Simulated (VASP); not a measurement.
# Ti2O (P6_3/mmc) in VASP: notebook, part 2 of 2

VASP 6.6.1. Earlier steps stand in the parts before.

### 4 Relaxation of cell and atoms, PBEsol

This run uses another cell than the first one, of 13.49 Å³/atom.

Input file INCAR:

```
SYSTEM = Ti2O
PREC = Accurate ; ENCUT = 600
EDIFF = 1E-6 ; ISMEAR = 0
SIGMA = 0.1 ; LREAL = .False.
LASPH = .True. ; NELM = 100
ALGO = Normal ; ISIF = 3
LWAVE = .False. ; LCHARG = .False.
GGA = PS ; IBRION = 2
NSW = 80 ; EDIFFG = -0.05
```

Input file KPOINTS:

```
Automatic mesh
0
Gamma
  6 6 2
  0 0 0
```

Input file POSCAR:

```
Ti2O
1.0
    2.9931942340      0.0000000000      0.0000000000
   -1.4965971170      2.5921822451      0.0000000000
    0.0000000000      0.0000000000     10.4326908261
Ti O
4 2
Direct
    0.6666666667      0.3333333333      0.8986176343
    0.3333333333      0.6666666667      0.3986176343
    0.6666666667      0.3333333333      0.6013823657
    0.3333333333      0.6666666667      0.1013823657
    0.0000000000      0.0000000000      0.7500000000
    0.0000000000      0.0000000000      0.2500000000
```

Potentials or basis: VASP PAW PBE potentials, release 64 (Ti_sv, O).

Started as:

```
$ cat potpaw_PBE.64/Ti_sv/POTCAR potpaw_PBE.64/O/POTCAR > POTCAR
$ mpirun -np 1 vasp_std > vasp.out
```

OUTCAR:

```text
SYSTEM = Ti2O
   PREC = Accurate
   ENCUT = 600
   EDIFF = 1E-6
   ISMEAR = 0
   LREAL = .False.
   LASPH = .True.
   NELM = 100
   ISIF = 3
   GGA = PS
   IBRION = 2
   NSW = 80
   EDIFFG = -0.05

 ion  position               nearest neighbor table
   1  0.667  0.333  0.899-   5 2.32   5 2.32   5 2.32   4 2.73   4 2.73   4 2.73
   2  0.333  0.667  0.399-   6 2.32   6 2.32   6 2.32   3 2.73   3 2.73   3 2.73
   3  0.667  0.333  0.601-   5 2.32   5 2.32   5 2.32   2 2.73   2 2.73   2 2.73
   4  0.333  0.667  0.101-   6 2.32   6 2.32   6 2.32   1 2.73   1 2.73   1 2.73
   5  0.000  0.000  0.750-   1 2.32   3 2.32   1 2.32   3 2.32   1 2.32   3 2.32
   6  0.000  0.000  0.250-   2 2.32   4 2.32   2 2.32   4 2.32   2 2.32   4 2.32

  LATTYP: Found a hexagonal cell.
 ALAT       =     2.9931942340
 C/A-ratio  =     3.4854707080

  Lattice vectors:

 A1 = (   2.9931942340,   0.0000000000,   0.0000000000)
 A2 = (  -1.4965971170,   2.5921822451,   0.0000000000)
[... 222 lines left out ...]
 cond. band min:      11.0853410820   @ k =   0.0000   0.0000   0.0000
 fundamental gap:      0.0430356727
 Fermi energy:        11.0437316850

 k-point     1 :       0.0000    0.0000    0.0000
  band No.  band energies     occupation
      1     -45.6084      2.00000
      2     -45.5304      2.00000
      3     -45.4355      2.00000
      4     -45.3545      2.00000
      5     -22.6970      2.00000
      6     -22.0711      2.00000
[... 814 lines left out ...]
--------------------------------------- Ionic step        9  -------------------------------------------

 number of electron      59.9999997 magnetization

 Free energy of the ion-electron system (eV)
  ---------------------------------------------------
  ext. energy  EPLUGINS =         0.00000000
  ---------------------------------------------------
  free energy    TOTEN  =       -54.58812635 eV

  energy without entropy =      -54.57078082  energy(sigma->0) =      -54.57945359

 E-fermi :   9.7647     XC(G=0): -12.5336

 val. band max:        9.7309564421   @ k =   0.1667   0.0000   0.5000
 cond. band min:       9.7695461023   @ k =   0.1667   0.0000   0.0000
 fundamental gap:      0.0385896602
 Fermi energy:         9.7646756372

 k-point     1 :       0.0000    0.0000    0.0000
  band No.  band energies     occupation
      1     -47.1048      2.00000
      2     -47.0584      2.00000
      3     -47.0009      2.00000
      4     -46.9534      2.00000
      5     -23.9431      2.00000
      6     -23.5344      2.00000
[... 568 lines left out ...]
  FREE ENERGIE OF THE ION-ELECTRON SYSTEM (eV)
  ---------------------------------------------------
  free  energy   TOTEN  =       -54.5881263539 eV

  energy  without entropy=      -54.5707808199  energy(sigma->0) =      -54.57945359

 reached required accuracy - stopping structural energy minimisation
```

OSZICAR:

```text
N       E                     dE             d eps       ncg     rms          rms(c)
DAV:   1     0.890367084255E+03    0.89037E+03   -0.33460E+04  1008   0.227E+03
DAV:   2     0.879797481862E+02   -0.80239E+03   -0.78785E+03  1008   0.652E+02
DAV:   3    -0.498706529769E+02   -0.13785E+03   -0.13491E+03  1692   0.219E+02
[... 107 lines left out ...]
DAV:   6    -0.545880565153E+02   -0.25299E-03   -0.67419E-04  1400   0.124E-01    0.503E-02
DAV:   7    -0.545881176036E+02   -0.61088E-04   -0.22133E-04  1372   0.894E-02    0.901E-03
DAV:   8    -0.545881249724E+02   -0.73688E-05   -0.29229E-05  1308   0.253E-02    0.220E-03
DAV:   9    -0.545881265143E+02   -0.15419E-05   -0.29433E-06   840   0.109E-02    0.203E-03
DAV:  10    -0.545881263539E+02    0.16042E-06   -0.62586E-07   528   0.612E-03
   9 F= -.54588126E+02 E0= -.54579454E+02  d E =-.276640E-02
```

It took 3.8 min on 1 thread of Intel Xeon 6975P-C (Granite Rapids), shared host; peak memory 0.23 GiB.

Results:

```
Free energy                           : -54.5881 eV
Relaxed volume                        : 11.97 Å³/atom
Relaxed cell                          : a = 2.890 Å, b = 2.890 Å, c = 9.930 Å, α = 90.00°, β = 90.00°, γ = 120.00°
Space group after relaxing (to 0.1 Å) : P6_3/mmc (No. 194)
Energy gained by relaxing             : 176.0 meV/atom
Ionic steps                           : 9
Pressure after relaxing               : -0.1 GPa
Largest force after relaxing          : 0.007 eV/Å
Band gap on the k mesh                : zero (bands 30 and 31 overlap by 1.07 eV)
```

Forces in eV/Å, atoms in the order of the input:
```
Ti   0.000  0.000 -0.007
Ti   0.000  0.000 -0.007
Ti   0.000  0.000  0.007
Ti   0.000  0.000  0.007
O    0.000  0.000  0.000
O    0.000  0.000  0.000
```

Step by step:
```
step  energy change (eV)  largest force (eV/Å)  pressure (GPa)  volume (Å³)
   1              0.0000                2.0082          -17.84        80.95
   2             -0.4759                0.0842           26.54        64.57
   3             -0.9395                1.1113            2.97        70.61
   4             -0.9404                1.0654            3.85        70.33
   5             -1.0468                0.3032            1.00        71.58
   6             -1.0530                0.0866            1.38        71.35
   7             -1.0531                0.0607            1.42        71.32
   8             -1.0537                0.0655           -1.31        72.27
   9             -1.0558                0.0067           -0.07        71.83
```

Final structure:
```yaml
crystal:
  lattice:
    - [2.89008, 0.00000, 0.00000]
    - [-1.44504, 2.50289, 0.00000]
    - [0.00000, 0.00000, 9.92964]
  atoms:
    - { symbol: Ti, position: [0.66667, 0.33333, 0.88869] }
    - { symbol: Ti, position: [0.33333, 0.66667, 0.38869] }
    - { symbol: Ti, position: [0.66667, 0.33333, 0.61131] }
    - { symbol: Ti, position: [0.33333, 0.66667, 0.11131] }
    - { symbol: O, position: [0.00000, 0.00000, 0.75000] }
    - { symbol: O, position: [0.00000, 0.00000, 0.25000] }
```

Caveat: the k points lie up to 0.42 Å⁻¹ apart in the final cell, too coarse for converged energies and pressures of a metal; the PAW data sets were made with another functional, which shifts forces and pressure a little.

### 5 Single point, PBEsol, collinear spin

This run uses another cell than the first one, of 13.49 Å³/atom.

Input file INCAR:

```
SYSTEM = Ti2O
PREC = Accurate
ENCUT = 520
EDIFF = 1E-7
ISMEAR = 0
SIGMA = 0.1
LREAL = .False.
LASPH = .True.
NELM = 150
ALGO = Normal
ISIF = 2
LWAVE = .False.
LCHARG = .False.
ISPIN = 2
MAGMOM = 1 1 1 1 0 0
LORBIT = 11
LMAXMIX = 4
GGA = PS
NBANDS = 43
```

Input file KPOINTS:

```
regular mesh
0
Gamma
  6 6 2
  0 0 0
```

POSCAR is that of step 4.

Started as:

```
$ cat potpaw_PBE.64/Ti_sv/POTCAR potpaw_PBE.64/O/POTCAR > POTCAR
$ mpirun -np 1 vasp_std > vasp.out
```

Wall time 55 s (1 thread of Intel Xeon 6975P-C (Granite Rapids), shared host); peak memory 0.27 GiB.

The run converged. Its results:

- Free energy: -53.5289 eV
- Pressure: -17.8 GPa
- Largest force: 2.007 eV/Å
- Band gap on the k mesh: zero (filled and empty bands overlap)
- Net moment: 0.00 μB per cell
- Valence electrons inside the program's atomic spheres: Ti 10.19; O 4.92

Forces in eV/Å, atoms in the order of the input:
```
Ti   0.000  0.000 -2.007
Ti   0.000  0.000 -2.007
Ti   0.000  0.000  2.007
Ti   0.000  0.000  2.007
O    0.000  0.000  0.000
O    0.000  0.000  0.000
```

Stress tensor (GPa, compression positive):
```
-15.08   0.00   0.00
  0.00 -15.08   0.00
  0.00   0.00 -23.16
```

Levels at points of the mesh, in eV from the Fermi level:
Spin up:
| k point | band 27 | band 28 | band 29 | band 30 | band 31 | band 32 | band 33 | band 34 |
| --- | --- | --- | --- | --- | --- | --- | --- | --- |
| (0.00, 0.00, 0.00) | -1.94 | -0.82 | 0.12 | 0.28 | 0.28 | 0.36 | 0.36 | 0.44 |
| (0.50, 0.00, 0.00) | -1.34 | -1.29 | -1.19 | -0.96 | -0.07 | 0.54 | 0.63 | 1.23 |
| (0.00, 0.00, 0.50) | -1.38 | -1.38 | 0.25 | 0.25 | 0.25 | 0.25 | 0.76 | 0.76 |
| (0.50, 0.00, 0.50) | -1.44 | -1.44 | -1.03 | -1.03 | 0.29 | 0.29 | 0.84 | 0.84 |
Spin down:
```tsv
k point	band 28	band 29	band 30	band 31	band 32	band 33
(0.00, 0.00, 0.00)	-0.82	0.12	0.28	0.28	0.36	0.36
(0.50, 0.00, 0.00)	-1.29	-1.19	-0.96	-0.07	0.54	0.63
(0.00, 0.00, 0.50)	-1.38	0.25	0.25	0.25	0.25	0.76
(0.50, 0.00, 0.50)	-1.44	-1.03	-1.03	0.29	0.29	0.84
```

Caveat: the k points lie up to 0.40 Å⁻¹ apart; the PAW data sets were made with another functional, which shifts forces and pressure a little.

### 6 Summary

| task | spin | cell | k mesh | cutoff (eV) | gap on the mesh (eV) | pressure (GPa) | largest force (eV/Å) |
| --- | --- | --- | --- | --- | --- | --- | --- |
| single point | off | a = 2.890, b = 2.890, c = 9.940 Å, angles 90.0, 90.0, 120.0°, 6 atoms, atomic positions A | 6 × 6 × 2 | 520 | none | -0.1 | 0.06 |
| single point | off | a = 2.886, b = 2.886, c = 9.949 Å, angles 90.0, 90.0, 120.0°, 6 atoms, atomic positions A | 12 × 12 × 4 | 520 | none | 0.2 | 0.04 |
| relaxation of cell and atoms | off | relaxed from a = 2.993, b = 2.993, c = 10.433 Å, angles 90.0, 90.0, 120.0°, 6 atoms, atomic positions B | 6 × 6 × 2 | 600 | none | -0.1 | 0.01 |
| single point | collinear | a = 2.993, b = 2.993, c = 10.433 Å, angles 90.0, 90.0, 120.0°, 6 atoms, atomic positions B | 6 × 6 × 2 | 520 | none | -17.8 | 2.01 |

Alike in all rows: level PBEsol; potentials or basis VASP PAW PBE potentials, release 64 (Ti_sv, O); smearing gaussian 0.1 eV.

Caveats: some runs use coarse meshes; the PAW data sets were made with another functional, which shifts forces and pressure a little.

Total energies depend on the potentials used, so only differences within one code and one set of settings carry meaning.
